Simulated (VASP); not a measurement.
Here is a VASP 6.6.1 calculation.

INCAR

```
SYSTEM = Zn
  PREC = Accurate
  ENCUT = 520
  EDIFF = 1E-6
  ISMEAR = -1
  SIGMA = 0.06122561905347299
  LREAL = .False.
  LASPH = .True.
  NELM = 100
  ALGO = Normal
  ISIF = 2
  LWAVE = .False.
  LCHARG = .True.
  GGA = PE
  LELF = .True.
  LVHAR = .True.
  NBANDS = 12
```

KPOINTS

```
Automatic mesh
0
Gamma
  49 49 49
  0 0 0
```

POSCAR

```
Zn
1.0
   -1.5963949301      1.5963949301      1.5963949301
    1.5963949301     -1.5963949301      1.5963949301
    1.5963949301      1.5963949301     -1.5963949301
Zn
1
Direct
    0.0000000000      0.0000000000      0.0000000000
```

Potentials or basis: VASP PAW PBE potentials, release 64 (Zn).

Run with:

```bash
$ cat potpaw_PBE.64/Zn/POTCAR > POTCAR
$ mpirun -np 1 vasp_std > vasp.out
```

Q: Predict the band gap on the k mesh.

A: Zero (band 6 reaches 6.73 eV, above the bottom of band 7 at 1.65 eV).

Q: Estimate the pressure.

A: -2.8 GPa.
